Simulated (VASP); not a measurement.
# ZnO (zincite) (P6_3mc) in VASP: further runs, part 2 of 2

VASP 6.6.1.

### Step 4. Relaxation of cell and atoms, revPBE

INCAR reads:

```
ALGO = Normal
EDIFF = 1E-6
EDIFFG = -0.01
ENCUT = 600
GGA = RE
IBRION = 2
ISIF = 3
ISMEAR = -1
LASPH = True
LCHARG = False
LREAL = False
LWAVE = False
NELM = 80
NSW = 60
PREC = Accurate
SIGMA = 0.05
```

KPOINTS reads:

```
k-points
0
Gamma
  7 7 4
```

POSCAR reads:

```
ZnO
1.0
    3.2493080000      0.0000000000      0.0000000000
   -1.6246540000      2.8139832727      0.0000000000
    0.0000000000      0.0000000000      5.2057090000
Zn O
2 2
Direct
    0.6666666667      0.3333333333      0.0000000000
    0.3333333333      0.6666666667      0.5000000000
    0.3333333333      0.6666666667      0.8790100000
    0.6666666667      0.3333333333      0.3790100000
```

Potentials or basis: VASP PAW PBE potentials, release 64 (Zn, O).

The run is started by

```bash
> cat potpaw_PBE.64/Zn/POTCAR potpaw_PBE.64/O/POTCAR > POTCAR
> mpirun -np 1 vasp_std > vasp.out
```

OUTCAR:

```text
EDIFF = 1E-6
   EDIFFG = -0.01
   ENCUT = 600
   GGA = RE
   IBRION = 2
   ISIF = 3
   ISMEAR = -1
   LASPH = True
   LREAL = False
   NELM = 80
   NSW = 60
   PREC = Accurate

 ion  position               nearest neighbor table
   1  0.667  0.333  0.000-   4 1.97   3 1.98   3 1.98   3 1.98
   2  0.333  0.667  0.500-   3 1.97   4 1.98   4 1.98   4 1.98
   3  0.333  0.667  0.879-   2 1.97   1 1.98   1 1.98   1 1.98
   4  0.667  0.333  0.379-   1 1.97   2 1.98   2 1.98   2 1.98

  LATTYP: Found a hexagonal cell.
 ALAT       =     3.2493080000
 C/A-ratio  =     1.6020977390

  Lattice vectors:

 A1 = (   3.2493080000,   0.0000000000,   0.0000000000)
 A2 = (  -1.6246540000,   2.8139832727,   0.0000000000)
 A3 = (   0.0000000000,   0.0000000000,   5.2057090000)

Analysis of symmetry for initial positions (statically):
=====================================================================
 Subroutine PRICEL returns:
 Original cell was already a primitive cell.

 Routine SETGRP: Setting up the symmetry group for a
 hexagonal supercell.

 Subroutine GETGRP returns: Found 12 space group operations
 (whereof  6 operations were pure point group operations)
 out of a pool of 24 trial point group operations.

The static configuration has the point symmetry C_3v.
 The point group associated with its full space group is C_6v.

Analysis of symmetry for dynamics (positions and initial velocities):
=====================================================================
 Subroutine PRICEL returns:
 Original cell was already a primitive cell.

 Routine SETGRP: Setting up the symmetry group for a
 hexagonal supercell.

 Subroutine GETGRP returns: Found 12 space group operations
 (whereof  6 operations were pure point group operations)
 out of a pool of 24 trial point group operations.

The dynamic configuration has the point symmetry C_3v.
 The point group associated with its full space group is C_6v.

 Subroutine INISYM returns: Found 12 space group operations
 (whereof  6 operations are pure point group operations),
 and found     1 'primitive' translations

[... 107 lines left out ...]
   PSTRESS=    0.0 pullay stress
   NELECT =      36.0000    total number of electrons
   NUPDOWN=      -1.0000    fix difference up-down
   EMIN   =  10.00;   EMAX   =-10.00  energy-range for DOS
   EFERMI =   0.00;   METHOD = LEGACY
   ISMEAR =    -1;   SIGMA  =   0.05  broadening in eV -4-tet -1-fermi 0-gaus
   EFERMI_NEDOS =   21; number of points for ismear=-14 and -15
   IALGO  =     38    algorithm
   IMIX   =      4    mixing-type and parameters
     AMIX     =   0.40;   BMIX     =  1.00
     AMIX_MAG =   1.60;   BMIX_MAG =  1.00
  volume/ion in A,a.u.               =      11.90        80.30
  Fermi-wavevector in a.u.,A,eV,Ry     =   1.491574  2.818667 30.270160  2.224794
  Thomas-Fermi vector in A             =   2.604212
   LORBIT       =      0    0 simple, 1 ext, 2 COOP (PROOUT), +10 PAW based schemes
   GGA     = RE    functional components
   LHFCALC =     F    Hartree Fock is set to
   AEXX    =    0.0000 exact exchange contribution
   IVDW    =     0    specifies the selected vdW correction
   LEPSILON=     F    determine dielectric tensor
   LRPA    =     F    only Hartree local field effects (RPA)
 conjugate gradient relaxation of ions
 non-spin polarized calculation
  energy-cutoff  :      600.00
  volume of cell :       47.60
 maximum number of plane-waves:      1616
 NGX is ok and might be reduce to    28
   NGX = 13   NGY = 13   NGZ = 21

--------------------------------------- Ionic step        1  -------------------------------------------

 number of electron      36.0000008 magnetization

 Free energy of the ion-electron system (eV)
  ---------------------------------------------------
  ext. energy  EPLUGINS =         0.00000000
  ---------------------------------------------------
  free energy    TOTEN  =       -16.47888828 eV

  energy without entropy =      -16.47888480  energy(sigma->0) =      -16.47888654

------------------------ aborting loop because EDIFF is reached ----------------------------------------

  FORCE on cell =-STRESS in cart. coord.  units (eV):
  Direction    XX          YY          ZZ          XY          YZ          ZX
  --------------------------------------------------------------------------------------
  -------------------------------------------------------------------------------------
  Total        2.5728176      2.5728176      3.0835433      0.0000000      0.0000000      0.0000000
  in kB       86.6018748     86.6018748    103.7930688      0.0000000      0.0000000      0.0000000
  external PRESSURE =      92.3322728 kB  Pullay stress =       0.0000000 kB
[... 139 lines left out ...]
--------------------------------------- Ionic step        5  -------------------------------------------

 number of electron      36.0000007 magnetization

 Free energy of the ion-electron system (eV)
  ---------------------------------------------------
  ext. energy  EPLUGINS =         0.00000000
  ---------------------------------------------------
  free energy    TOTEN  =       -16.56777122 eV

  energy without entropy =      -16.56776205  energy(sigma->0) =      -16.56776663

 E-fermi :   1.1652     XC(G=0): -10.3586

 val. band max:        0.7575745079   @ k =   0.0000   0.0000   0.0000
 cond. band min:       1.5108576161   @ k =   0.0000   0.0000   0.0000
 fundamental gap:      0.7532831082
 Fermi energy:         1.1651774451

 k-point     1 :       0.0000    0.0000    0.0000
  band No.  band energies     occupation
      1     -16.8832      2.00000
      2     -16.2696      2.00000
      3      -4.6359      2.00000
      4      -4.6359      2.00000
      5      -4.5887      2.00000
      6      -4.4658      2.00000
[... 620 lines left out ...]
  FREE ENERGIE OF THE ION-ELECTRON SYSTEM (eV)
  ---------------------------------------------------
  free  energy   TOTEN  =       -16.5677712223 eV

  energy  without entropy=      -16.5677620463  energy(sigma->0) =      -16.56776663

 reached required accuracy - stopping structural energy minimisation
```

It took 1.9 min on 1 thread of AMD EPYC 7R43 (Zen 3), shared host; peak memory 0.16 GiB.

Results:

```
Free energy                            : -16.5678 eV
Relaxed volume                         : 12.73 Å³/atom
Relaxed cell                           : a = 3.317 Å, b = 3.317 Å, c = 5.342 Å, α = 90.00°, β = 90.00°, γ = 120.00°
Space group after relaxing (to 0.05 Å) : P6_3mc (No. 186)
Energy gained by relaxing              : 22.2 meV/atom
Ionic steps                            : 5
Pressure after relaxing                : -0.1 GPa
Largest force after relaxing           : 0.009 eV/Å
Band gap on the k mesh                 : 0.75 eV, direct
```

Forces on the atoms (eV/Å):
```
Zn   0.000  0.000  0.009
Zn   0.000  0.000  0.009
O    0.000  0.000 -0.009
O    0.000  0.000 -0.009
```

Step by step:
| step | energy change (eV) | largest force (eV/Å) | pressure (GPa) | volume (Å³) |
| --- | --- | --- | --- | --- |
| 1 | 0.0000 | 0.0790 | 9.23 | 47.60 |
| 2 | -0.0709 | 0.0233 | -3.40 | 52.48 |
| 3 | -0.0889 | 0.0016 | 0.04 | 50.85 |
| 4 | -0.0888 | 0.0027 | -0.07 | 50.92 |
| 5 | -0.0889 | 0.0090 | -0.07 | 50.92 |

Final structure:
```xyz
4
Lattice="3.3175 0.0000 0.0000 -1.6587 2.8730 0.0000 0.0000 0.0000 5.3422" Properties=species:S:1:pos:R:3 pbc="T T T"
Zn    1.6587    0.9577    5.3395
Zn    0.0000    1.9153    2.6684
O     0.0000    1.9153    4.6985
O     1.6587    0.9577    2.0274
```

Caveat: the PAW data sets were made with another functional, which shifts forces and pressure a little. revPBE gives volumes clearly too large for solids.

### Step 5. Relaxation of cell and atoms, revPBE+D3(BJ)

INCAR reads:

```
SYSTEM = ZnO
PREC     = Accurate       ! precision mode
ENCUT    = 600            ! plane-wave cutoff, eV
EDIFF    = 1E-6           ! SCF threshold, eV
ISMEAR   = -1             ! smearing method
SIGMA    = 0.05           ! smearing width, eV
LREAL    = .FALSE.        ! projectors in reciprocal space
LASPH    = .TRUE.         ! aspherical terms in the spheres
NELM     = 80             ! most SCF steps
ALGO     = Normal         ! electronic algorithm
ISIF     = 3              ! what is computed and relaxed
LWAVE    = .FALSE.        ! write WAVECAR
LCHARG   = .FALSE.        ! write CHGCAR
GGA      = RE             ! functional
IVDW     = 12             ! dispersion correction
IBRION   = 2              ! ionic algorithm
NSW      = 60             ! ionic steps
EDIFFG   = -0.01          ! ionic threshold
```

KPOINTS reads:

```
regular mesh
0
G
  7 7 4
  0 0 0
```

POSCAR is that of step 4.

The run is started by

```bash
> cat potpaw_PBE.64/Zn/POTCAR potpaw_PBE.64/O/POTCAR > POTCAR
> mpirun -np 1 vasp_std > vasp.out
```

Run time: 3 min. Hardware: 1 thread of AMD EPYC 7R43 (Zen 3), shared host; peak memory 0.16 GiB.

Results (log left out):

```
Free energy                            : -18.2552 eV
Relaxed volume                         : 12.16 Å³/atom
Relaxed cell                           : a = 3.264 Å, b = 3.264 Å, c = 5.274 Å, α = 90.00°, β = 90.00°, γ = 120.00°
Space group after relaxing (to 0.05 Å) : P6_3mc (No. 186)
Energy gained by relaxing              : 2.8 meV/atom
Ionic steps                            : 11
Pressure after relaxing                : -0.1 GPa
Largest force after relaxing           : 0.004 eV/Å
Band gap on the k mesh                 : 0.81 eV, direct
Dispersion energy per atom             : -0.432 eV
```

Forces in eV/Å, atoms in the order of the input:
```
Zn   0.000  0.000 -0.004
Zn   0.000  0.000 -0.004
O    0.000  0.000  0.004
O    0.000  0.000  0.004
```

Step by step:
| step | energy change (eV) | largest force (eV/Å) | pressure (GPa) | volume (Å³) |
| --- | --- | --- | --- | --- |
| 1 | 0.0000 | 0.0732 | 3.10 | 47.60 |
| 2 | -0.0081 | 0.0381 | -1.40 | 49.20 |
| 3 | -0.0109 | 0.0056 | 0.11 | 48.65 |
| 4 | -0.0108 | 0.0083 | -0.10 | 48.69 |
| 5 | -0.0109 | 0.0070 | -0.14 | 48.67 |
| 6 | -0.0109 | 0.0126 | 0.12 | 48.60 |
| 7 | -0.0109 | 0.0120 | 0.11 | 48.61 |
| 8 | -0.0110 | 0.0124 | 0.08 | 48.62 |
| 9 | -0.0110 | 0.0128 | -0.05 | 48.66 |
| 10 | -0.0110 | 0.0128 | -0.03 | 48.65 |
| 11 | -0.0110 | 0.0038 | -0.05 | 48.64 |

Final structure:
```cif
data_structure
_symmetry_space_group_name_H-M 'P 1'
_symmetry_Int_Tables_number 1
_cell_length_a 3.2635
_cell_length_b 3.2635
_cell_length_c 5.2738
_cell_angle_alpha 90.000
_cell_angle_beta 90.000
_cell_angle_gamma 120.000
_cell_volume 48.64
loop_
_atom_site_label
_atom_site_type_symbol
_atom_site_fract_x
_atom_site_fract_y
_atom_site_fract_z
_atom_site_occupancy
Zn1 Zn 0.66667 0.33333 0.00025 1
Zn2 Zn 0.33333 0.66667 0.50025 1
O1 O 0.33333 0.66667 0.87876 1
O2 O 0.66667 0.33333 0.37876 1
```

Levels at points of the mesh, in eV from the valence-band top:
```csv
k point,band 14,band 15,band 16,band 17,band 18,band 19,band 20,band 21,band 22
"(0.00, 0.00, 0.00)",-0.77,-0.77,-0.08,0.00,0.00,0.81,5.22,8.19,12.88
"(0.00, 0.00, 0.50)",-2.22,-0.38,-0.38,-0.38,-0.38,3.45,3.45,10.05,10.05
```

Caveat: the PAW data sets were made with another functional, which shifts forces and pressure a little. As with any semilocal functional, this revPBE gap is likely too small.

### Step 6. Summary

| level | potentials or basis | cell | gap on the mesh (eV) | pressure (GPa) | relaxed volume (Å³/atom) | largest force (eV/Å) |
| --- | --- | --- | --- | --- | --- | --- |
| LDA | VASP PAW LDA potentials, release 64 (Zn, O) | relaxed to 20 GPa | 0.96 | 20.0 | - | - |
| LDA | VASP PAW LDA potentials, release 64 (Zn, O) | relaxed to 30 GPa | 1.02 | 30.0 | - | 0.01 |
| revPBE | VASP PAW PBE potentials, release 64 (Zn, O) | relaxed | 0.75 | -0.1 | 12.73 | 0.01 |
| revPBE+D3(BJ) | VASP PAW PBE potentials, release 64 (Zn, O) | relaxed | 0.81 | -0.1 | 12.16 | - |

Alike in all rows: task relaxation of cell and atoms; no spin polarisation; k mesh 7 × 7 × 4; cutoff (eV) 600; smearing fermi-dirac 0.05 eV.

Caveats: the cell is relaxed towards a set pressure, so the enthalpy falls and the energy may rise (some runs); the PAW data sets were made with another functional, which shifts forces and pressure a little (some runs); the volume moved by over 15 % at a fixed basis, so the end points are rough (some runs).

Absolute energies hang on the potentials; compare differences alone.
